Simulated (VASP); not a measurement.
# Sn3GeSe4 (P4/mmm) in VASP: single point with PBE

Aim: the single point of Sn3GeSe4 with PBE.

Everything below comes from runs of VASP 6.6.1. Logs are shortened: lines on timing, memory, paths and dates and some standing lists are left out, and cuts for length are marked.

### Step 1. The cell of the first run

Symmetry: P4/mmm, No. 123, tetragonal system. Conventional cell: a = 4.246 Å, b = 4.246 Å, c = 12.010 Å, α = 90.00°, β = 90.00°, γ = 90.00°. Sn (site symmetry 4/mmm) has 6 Se at 3.00 Å within 4.0 Å. Within 4.0 Å of Sn (site symmetry 4mm) lie 6 Se at 3.00 Å. Within 4.0 Å of Ge (site symmetry 4/mmm) lie 6 Se at 3.00 Å. Se (site symmetry 4mm) has 5 Sn at 3.00 Å and 1 Ge at 3.00 Å within 4.0 Å. Se (site symmetry 4/mmm) has 4 Ge at 3.00 Å and 2 Sn at 3.00 Å within 4.0 Å. Se (site symmetry 4/mmm) has 6 Sn at 3.00 Å within 4.0 Å.

### Step 2. Single point, PBE

INCAR

```
SYSTEM = Sn3GeSe4
PREC     = Accurate       ! precision mode
ENCUT    = 520            ! plane-wave cutoff, eV
EDIFF    = 1E-7           ! SCF threshold, eV
ISMEAR   = 0              ! smearing method
SIGMA    = 0.1            ! smearing width, eV
LREAL    = .FALSE.        ! projectors in reciprocal space
LASPH    = .TRUE.         ! aspherical terms in the spheres
NELM     = 80             ! most SCF steps
ALGO     = Normal         ! electronic algorithm
ISIF     = 2              ! what is computed and relaxed
LWAVE    = .FALSE.        ! write WAVECAR
LCHARG   = .FALSE.        ! write CHGCAR
GGA      = PE             ! functional
NBANDS   = 50             ! bands
```

KPOINTS

```
regular mesh
0
G
  4 4 2
  0 0 0
```

POSCAR

```
Sn3GeSe4
1.0
    4.2460712200      0.0000000000      0.0000000000
    0.0000000000      4.2460712200      0.0000000000
    0.0000000000      0.0000000000     12.0097030200
Sn Ge Se
3 1 4
Direct
    0.0000000000      0.0000000000      0.0000000000
    0.5000000000      0.5000000000      0.7500000000
    0.5000000000      0.5000000000      0.2500000000
    0.0000000000      0.0000000000      0.5000000000
    0.0000000000      0.0000000000      0.7500000000
    0.5000000000      0.5000000000      0.5000000000
    0.0000000000      0.0000000000      0.2500000000
    0.5000000000      0.5000000000      0.0000000000
```

Potentials or basis: VASP PAW PBE potentials, release 64 (Sn_d, Ge_d, Se).

Launch:

```console
> cat potpaw_PBE.64/Sn_d/POTCAR potpaw_PBE.64/Ge_d/POTCAR potpaw_PBE.64/Se/POTCAR > POTCAR
> mpirun -np 1 vasp_std > vasp.out
```

OUTCAR:

```text
SYSTEM = Sn3GeSe4
   PREC = Accurate
   ENCUT = 520
   EDIFF = 1E-7
   ISMEAR = 0
   LREAL = .FALSE.
   LASPH = .TRUE.
   NELM = 80
   ISIF = 2
   GGA = PE

 ion  position               nearest neighbor table
   1  0.000  0.000  0.000-   8 3.00   8 3.00   8 3.00   8 3.00   5 3.00   7 3.00
   2  0.500  0.500  0.750-   5 3.00   5 3.00   5 3.00   5 3.00   8 3.00   6 3.00
   3  0.500  0.500  0.250-   7 3.00   7 3.00   7 3.00   7 3.00   8 3.00   6 3.00
   4  0.000  0.000  0.500-
   5  0.000  0.000  0.750-   2 3.00   2 3.00   2 3.00   2 3.00   1 3.00
   6  0.500  0.500  0.500-   2 3.00   3 3.00
   7  0.000  0.000  0.250-   3 3.00   3 3.00   3 3.00   3 3.00   1 3.00
   8  0.500  0.500  0.000-   1 3.00   1 3.00   1 3.00   1 3.00   3 3.00   2 3.00

  LATTYP: Found a simple tetragonal cell.
 ALAT       =     4.2460712200
 C/A-ratio  =     2.8284271266

  Lattice vectors:

 A1 = (   4.2460712200,   0.0000000000,   0.0000000000)
 A2 = (   0.0000000000,   4.2460712200,   0.0000000000)
 A3 = (   0.0000000000,   0.0000000000,  12.0097030200)

Analysis of symmetry for initial positions (statically):
=====================================================================
 Subroutine PRICEL returns:
 Original cell was already a primitive cell.

 Routine SETGRP: Setting up the symmetry group for a
 simple tetragonal supercell.

 Subroutine GETGRP returns: Found 16 space group operations
 (whereof 16 operations were pure point group operations)
 out of a pool of 16 trial point group operations.

The static configuration has the point symmetry D_4h.

Analysis of symmetry for dynamics (positions and initial velocities):
=====================================================================
 Subroutine PRICEL returns:
 Original cell was already a primitive cell.

 Routine SETGRP: Setting up the symmetry group for a
 simple tetragonal supercell.

 Subroutine GETGRP returns: Found 16 space group operations
 (whereof 16 operations were pure point group operations)
 out of a pool of 16 trial point group operations.

The dynamic configuration has the point symmetry D_4h.

 Subroutine INISYM returns: Found 16 space group operations
 (whereof 16 operations are pure point group operations),
 and found     1 'primitive' translations

----------------------------------------------------------------------------------------

                                     Primitive cell

  volume of cell :     216.5244

  direct lattice vectors                    reciprocal lattice vectors
     4.246071220  0.000000000  0.000000000     0.235511829  0.000000000  0.000000000
     0.000000000  4.246071220  0.000000000     0.000000000  0.235511829  0.000000000
     0.000000000  0.000000000 12.009703020     0.000000000  0.000000000  0.083266006

  length of vectors
     4.246071220  4.246071220 12.009703020     0.235511829  0.235511829  0.083266006

  position of ions in fractional coordinates (direct lattice)
     0.000000000  0.000000000  0.000000000
     0.500000000  0.500000000  0.750000000
     0.500000000  0.500000000  0.250000000
     0.000000000  0.000000000  0.500000000
     0.000000000  0.000000000  0.750000000
     0.500000000  0.500000000  0.500000000
     0.000000000  0.000000000  0.250000000
     0.500000000  0.500000000  0.000000000

  ion indices of the primitive-cell ions
   primitive index   ion index
                 1           1
                 2           2
                 3           3
                 4           4
                 5           5
                 6           6
                 7           7
                 8           8

----------------------------------------------------------------------------------------

 KPOINTS: regular mesh

Automatic generation of k-mesh.
 Grid dimensions read from file:
 generate k-points for:    4    4    2

 Generating k-lattice:

  Cartesian coordinates                     Fractional coordinates (reciprocal lattice)
     0.058877957  0.000000000  0.000000000     0.250000000  0.000000000  0.000000000
     0.000000000  0.058877957  0.000000000     0.000000000  0.250000000  0.000000000
     0.000000000  0.000000000  0.041633003     0.000000000  0.000000000  0.500000000

  Length of vectors
     0.058877957  0.058877957  0.041633003

  Shift w.r.t. Gamma in fractional coordinates (k-lattice)
     0.000000000  0.000000000  0.000000000

 Subroutine IBZKPT returns following result:
 ===========================================

 Found     12 irreducible k-points:

 Following reciprocal coordinates:
            Coordinates               Weight
  0.000000  0.000000  0.000000      1.000000
  0.250000  0.000000  0.000000      4.000000
  0.500000  0.000000  0.000000      2.000000
  0.250000  0.250000  0.000000      4.000000
  0.500000  0.250000  0.000000      4.000000
  0.500000  0.500000  0.000000      1.000000
  0.000000  0.000000  0.500000      1.000000
  0.250000  0.000000  0.500000      4.000000
  0.500000  0.000000  0.500000      2.000000
  0.250000  0.250000  0.500000      4.000000
  0.500000  0.250000  0.500000      4.000000
  0.500000  0.500000  0.500000      1.000000
   k-points           NKPTS =     12   k-points in BZ     NKDIM =     12   number of bands    NBANDS=     50
   number of dos      NEDOS =    301   number of ions     NIONS =      8
   total plane-waves  NPLWV =  92160
   dimension x,y,z NGX =    32 NGY =   32 NGZ =   90
   dimension x,y,z NGXF=    64 NGYF=   64 NGZF=  180
   ions per type =               3   1   4
   NGX,Y,Z   is equivalent  to a cutoff of  12.53, 12.53, 12.46 a.u.
   NGXF,Y,Z  is equivalent  to a cutoff of  25.06, 25.06, 24.92 a.u.
 SYSTEM =  Sn3GeSe4
   PREC   = accura    normal or accurate (medium, high low for compatibility)
   ISTART =      0    job   : 0-new  1-cont  2-samecut
   ICHARG =      2    charge: 1-file 2-atom 10-const
   ISPIN  =      1    spin polarized calculation?
   LNONCOLLINEAR =      F non collinear calculations
   LSORBIT =      F    spin-orbit coupling
   LASPH  =      T    aspherical Exc in radial PAW
   ENCUT  =  520.0 eV  38.22 Ry    6.18 a.u.   7.89  7.89 22.33*2*pi/ulx,y,z
   NELM   =     80;   NELMIN=  2; NELMDL= -5     # of ELM steps
   EDIFF  = 0.1E-06   stopping-criterion for ELM
   LREAL  =      F    real-space projection
   EDIFFG = 0.1E-05   stopping-criterion for IOM
   NSW    =      0    number of steps for IOM
   IBRION =     -1    ionic relax: 0-MD 1-quasi-New 2-CG
   NFREE  =      0    steps in history (QN), initial steepest desc. (CG)
   ISIF   =      2    stress and relaxation
   ISYM   =      2    0-nonsym 1-usesym 2-fastsym
   POTIM  = 0.5000    time-step for ionic-motion
   TEBEG  =    0.0;   TEEND  =   0.0 temperature during run
   PSTRESS=    0.0 pullay stress
   NELECT =      80.0000    total number of electrons
   NUPDOWN=      -1.0000    fix difference up-down
   EMIN   =  10.00;   EMAX   =-10.00  energy-range for DOS
   EFERMI =   0.00;   METHOD = LEGACY
   ISMEAR =     0;   SIGMA  =   0.10  broadening in eV -4-tet -1-fermi 0-gaus
   EFERMI_NEDOS =   21; number of points for ismear=-14 and -15
   IALGO  =     38    algorithm
   IMIX   =      4    mixing-type and parameters
     AMIX     =   0.40;   BMIX     =  1.00
     AMIX_MAG =   1.60;   BMIX_MAG =  1.00
  volume/ion in A,a.u.               =      27.07       182.65
  Fermi-wavevector in a.u.,A,eV,Ry     =   1.174724  2.219907 18.775724  1.379977
  Thomas-Fermi vector in A             =   2.311117
   LORBIT       =      0    0 simple, 1 ext, 2 COOP (PROOUT), +10 PAW based schemes
   GGA     = PE    functional components
   LHFCALC =     F    Hartree Fock is set to
   AEXX    =    0.0000 exact exchange contribution
   IVDW    =     0    specifies the selected vdW correction
   LEPSILON=     F    determine dielectric tensor
   LRPA    =     F    only Hartree local field effects (RPA)
 non-spin polarized calculation
 Gauss-broadening in eV      SIGMA  =   0.10
  energy-cutoff  :      520.00
  volume of cell :      216.52
 maximum number of plane-waves:      5851
 NGX is ok and might be reduce to    32
   NGX = 15   NGY = 15   NGZ = 45

 number of electron      80.0000024 magnetization

 Free energy of the ion-electron system (eV)
  ---------------------------------------------------
  ext. energy  EPLUGINS =         0.00000000
  ---------------------------------------------------
  free energy    TOTEN  =       -32.91562375 eV

  energy without entropy =      -32.91071900  energy(sigma->0) =      -32.91317138

 E-fermi :   5.1637     XC(G=0):  -9.5453

 val. band max:        5.0759496460   @ k =   0.5000   0.0000   0.0000
 cond. band min:       5.2319012304   @ k =   0.5000   0.0000   0.0000
 fundamental gap:      0.1559515844
 Fermi energy:         5.1637392085

 k-point     1 :       0.0000    0.0000    0.0000
  band No.  band energies     occupation
      1     -20.1535      2.00000
      2     -20.1509      2.00000
      3     -20.1509      2.00000
      4     -20.1501      2.00000
      5     -20.1484      2.00000
      6     -16.5964      2.00000
[... 42 lines left out ...]
     49       9.4886      0.00000
     50       9.5157      0.00000

 k-point     2 :       0.2500    0.0000    0.0000
  band No.  band energies     occupation
      1     -20.1531      2.00000
      2     -20.1512      2.00000
      3     -20.1509      2.00000
      4     -20.1492      2.00000
      5     -20.1490      2.00000
      6     -16.5919      2.00000
[... 42 lines left out ...]
     49       8.3016      0.00000
     50       8.5965      0.00000

 k-point     3 :       0.5000    0.0000    0.0000
  band No.  band energies     occupation
      1     -20.1528      2.00000
      2     -20.1515      2.00000
      3     -20.1509      2.00000
      4     -20.1495      2.00000
      5     -20.1482      2.00000
      6     -16.5885      2.00000
[... 42 lines left out ...]
     49       6.6234      0.00000
     50       6.8545      0.00000

 k-point     4 :       0.2500    0.2500    0.0000
  band No.  band energies     occupation
      1     -20.1526      2.00000
      2     -20.1512      2.00000
      3     -20.1512      2.00000
      4     -20.1497      2.00000
      5     -20.1484      2.00000
      6     -16.5889      2.00000
[... 363 lines left out ...]
 k-point    11 :       0.5000    0.2500    0.5000
  band No.  band energies     occupation
      1     -20.1522      2.00000
      2     -20.1515      2.00000
      3     -20.1511      2.00000
      4     -20.1504      2.00000
      5     -20.1475      2.00000
      6     -16.5913      2.00000
[... 42 lines left out ...]
     49       8.9439      0.00000
     50       9.3260      0.00000

 k-point    12 :       0.5000    0.5000    0.5000
  band No.  band energies     occupation
      1     -20.1517      2.00000
      2     -20.1514      2.00000
      3     -20.1514      2.00000
      4     -20.1513      2.00000
      5     -20.1467      2.00000
      6     -16.5997      2.00000
[... 42 lines left out ...]
     49      10.0092      0.00000
     50      10.0092      0.00000

------------------------ aborting loop because EDIFF is reached ----------------------------------------

  FORCE on cell =-STRESS in cart. coord.  units (eV):
  Direction    XX          YY          ZZ          XY          YZ          ZX
  --------------------------------------------------------------------------------------
  -------------------------------------------------------------------------------------
  Total       -1.7456141     -1.7456141     -1.7903324      0.0000000      0.0000000      0.0000000
  in kB      -12.9167126    -12.9167126    -13.2476072      0.0000000      0.0000000      0.0000000
  external PRESSURE =     -13.0270108 kB  Pullay stress =       0.0000000 kB

 VOLUME and BASIS-vectors are now :
 -----------------------------------------------------------------------------
  energy-cutoff  :      520.00
  volume of cell :      216.52
      direct lattice vectors                 reciprocal lattice vectors
     4.246071220  0.000000000  0.000000000     0.235511829  0.000000000  0.000000000
     0.000000000  4.246071220  0.000000000     0.000000000  0.235511829  0.000000000
     0.000000000  0.000000000 12.009703020     0.000000000  0.000000000  0.083266006

 POSITION                                       TOTAL-FORCE (eV/Angst)
 -----------------------------------------------------------------------------------
      0.00000      0.00000      0.00000        -0.000000     -0.000000     -0.000000
      2.12304      2.12304      9.00728         0.000000      0.000000     -0.194111
      2.12304      2.12304      3.00243        -0.000000     -0.000000      0.194111
      0.00000      0.00000      6.00485        -0.000000     -0.000000     -0.000000
      0.00000      0.00000      9.00728        -0.000000      0.000000     -0.268396
      2.12304      2.12304      6.00485        -0.000000     -0.000000     -0.000000
      0.00000      0.00000      3.00243         0.000000     -0.000000      0.268396
      2.12304      2.12304      0.00000        -0.000000     -0.000000     -0.000000
 -----------------------------------------------------------------------------------
    total drift:                                0.000000     -0.000000      0.000000

  FREE ENERGIE OF THE ION-ELECTRON SYSTEM (eV)
  ---------------------------------------------------
  free  energy   TOTEN  =       -32.9156237528 eV

  energy  without entropy=      -32.9107190026  energy(sigma->0) =      -32.91317138
```

Run time: 3 min. Hardware: 1 thread of Intel Xeon Platinum 8259CL at 2.50GHz (Skylake/Cascade Lake), shared host; peak memory 0.35 GiB.

Results:

```yaml
Free_energy: -32.9156 eV
Pressure: -1.3 GPa
Largest_force: 0.268 eV/Å
Band_gap_on_the_k_mesh: 0.16 eV, direct
```

Forces on the atoms (eV/Å):
```
Sn   0.000  0.000  0.000
Sn   0.000  0.000 -0.194
Sn   0.000  0.000  0.194
Ge   0.000  0.000  0.000
Se   0.000  0.000 -0.268
Se   0.000  0.000  0.000
Se   0.000  0.000  0.268
Se   0.000  0.000  0.000
```

Levels at points of the mesh, in eV from the valence-band top:
```csv
k point,band 36,band 37,band 38,band 39,band 40,band 41,band 42,band 43,band 44,band 45
"(0.00, 0.00, 0.00)",-2.14,-2.12,-2.12,-1.87,-1.64,1.84,2.18,3.10,3.68,3.68
"(0.50, 0.00, 0.00)",-1.75,-1.02,-0.60,-0.02,0.00,0.16,0.64,0.85,1.04,1.05
"(0.50, 0.50, 0.00)",-3.58,-3.57,-3.57,-0.99,-0.73,1.15,1.56,3.12,3.12,4.60
"(0.00, 0.00, 0.50)",-2.47,-2.30,-2.30,-1.32,-1.09,1.90,2.29,3.24,3.46,3.64
"(0.50, 0.00, 0.50)",-1.76,-0.96,-0.34,-0.31,-0.28,0.54,0.67,0.67,0.73,0.93
"(0.50, 0.50, 0.50)",-3.84,-2.66,-2.45,-2.38,-2.29,2.81,3.47,3.60,3.61,3.66
```

Caveat: spin-orbit coupling is left out, which moves the levels of the heavy elements. A k mesh can miss the band edges.
